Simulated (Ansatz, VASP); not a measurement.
# MgO: VASP beside Ansatz

File INCAR:

```
PREC = Accurate
ENCUT = 600
EDIFF = 1E-6
ISMEAR = 0
SIGMA = 0.1
LREAL = False
LASPH = True
NELM = 100
ALGO = Normal
ISIF = 3
LWAVE = False
LCHARG = False
GGA = PE
IBRION = 2
NSW = 90
EDIFFG = -0.04
```

File KPOINTS:

```
Automatic mesh
0
Gamma
  6 6 4
```

POSCAR

```
MgO
1.0
    3.4863779600      0.0000000000      0.0000000000
   -1.7431889800      3.0192918800      0.0000000000
    0.0000000000      0.0000000000      4.1780414600
Mg O
2 2
Direct
    0.6666666700      0.3333333300      0.7500000000
    0.3333333300      0.6666666700      0.2500000000
    0.6666666700      0.3333333300      0.2500000000
    0.3333333300      0.6666666700      0.7500000000
```

Input for Ansatz:

```yaml
crystal:
  lattice:
    - [3.48637796, 0.0, 0.0]
    - [-1.74318898, 3.01929188, 0.0]
    - [0.0, 0.0, 4.17804146]
  atoms:
    - { symbol: Mg, position: [0.66666667, 0.33333333, 0.75] }
    - { symbol: Mg, position: [0.33333333, 0.66666667, 0.25] }
    - { symbol: O, position: [0.66666667, 0.33333333, 0.25] }
    - { symbol: O, position: [0.33333333, 0.66666667, 0.75] }
basis:
  ecutwfc: 420
kpoints:
  mp_grid: { grid: [6, 6, 4] }
hamiltonian:
  xc: pbe
scf:
  occupations: { method: gaussian, width: 0.1 }
  lower_state_search: "off"
output:
  forces: true
  stress: true
  eigenvalues: true
relax:
  adjacent_minimum: "off"
  f_tol: 0.04
  max_steps: 70
  cell: { stress_tol: 0.4 }
```

Alike in both runs: task relaxation of cell and atoms; functional PBE; k mesh 6 × 6 × 4; occupations gaussian, width 0.1 eV; no spin polarisation.

```csv
,VASP,Ansatz
version,VASP 6.6.1,Ansatz 0.2.0
potentials or method,"VASP PAW PBE potentials, release 64 (Mg, O), cutoff 600 eV","scalar-relativistic, plane waves, PAW"
valence electrons in the cell,16,32
```

|  | VASP | Ansatz | Ansatz less VASP |
| --- | --- | --- | --- |
| gap on the k mesh at the Fermi level, each at its own relaxed structure (eV) | 3.29 | 3.28 | -0.011 |
| relaxed volume (Å³/atom) | 11.31 | 11.37 | +0.055 |
| relaxed cell length with the largest relative difference (Å) | 4.225 | 4.237 | +0.0125 |

VASP's potentials hold 16 valence electrons a cell and Ansatz's 32, so a difference there can come from the potentials and not from the codes.
